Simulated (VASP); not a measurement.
PbS (Galena):

```
Pb S
1.0
     0.00000    2.96575    2.96575
     2.96575    0.00000    2.96575
     2.96575    2.96575    0.00000
Pb S
1 1
Cartesian
  0.0000 0.0000 0.0000
  2.9657 2.9657 2.9657
```

```yaml
Program: VASP 6.6.1
Task: relaxation of cell and atoms
Functional: PBEsol
Dispersion: D4
Potentials_or_basis: VASP PAW PBE potentials, release 64 (Pb_d, S)
Cutoff: 600 eV
k_mesh: 8 × 8 × 8
Occupations: fermi-dirac, width 0.05 eV
Spin: no spin polarisation
```

At the start: pressure -2.1 GPa; volume 26.09 Å³/atom.

Task: How do energy, volume and symmetry change on relaxing?

Result: Over 3 steps the energy falls by 6.3 meV/atom and the volume is 25.15 Å³/atom (-3.6 %); space group Fm-3m (No. 225, to 0.05 Å).

Step by step:
```
step  energy change (eV)  largest force (eV/Å)  pressure (GPa)  volume (Å³)
   1              0.0000                0.0000           -2.09        52.17
   2             -0.0108                0.0000            0.86        49.64
   3             -0.0126                0.0000            0.01        50.31
```

Final structure:
```yaml
crystal:
  lattice:
    - [0.00000, 2.92999, 2.92999]
    - [2.92999, 0.00000, 2.92999]
    - [2.92999, 2.92999, 0.00000]
  atoms:
    - { symbol: Pb, position: [0.00000, 0.00000, 0.00000] }
    - { symbol: S, position: [0.50000, 0.50000, 0.50000] }
```

Caveat: the PAW data sets were made with another functional, which shifts forces and pressure a little.
